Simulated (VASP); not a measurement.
A run of VASP 6.6.1:

Contents of INCAR:

```
PREC = Accurate ; ENCUT = 520
EDIFF = 1E-7 ; ISMEAR = -1
SIGMA = 0.1 ; LREAL = False
LASPH = True ; NELM = 100
ALGO = Normal ; ISIF = 2
LWAVE = False ; LCHARG = False
GGA = B5 ; ALDAX = 1.0
AGGAX = 1.0 ; AGGAC = 1.0
ALDAC = 0.0 ; NBANDS = 14
```

The input KPOINTS:

```
regular mesh
0
Gamma
  11 11 11
```

The input POSCAR:

```
Bi
1.0
    3.4456422890      0.0000000000      0.0000000000
    0.0000000000      3.4456422890      0.0000000000
    0.0000000000      0.0000000000      3.4456422890
Bi
1
Direct
    0.0000000000      0.0000000000      0.0000000000
```

Potentials or basis: VASP PAW PBE potentials, release 64 (Bi_d).

Command:

```console
$ cat potpaw_PBE.64/Bi_d/POTCAR > POTCAR
$ mpirun -np 1 vasp_std > vasp.out
```

Hardware: 1 thread of Intel Xeon 8259CL (shared host).

Question: How long does it take, and how much memory?

Answer: It took 43 s on 1 thread of Intel Xeon 8259CL (shared host), peak memory 0.17 GiB. Counts: scf iterations 12, k points 56.
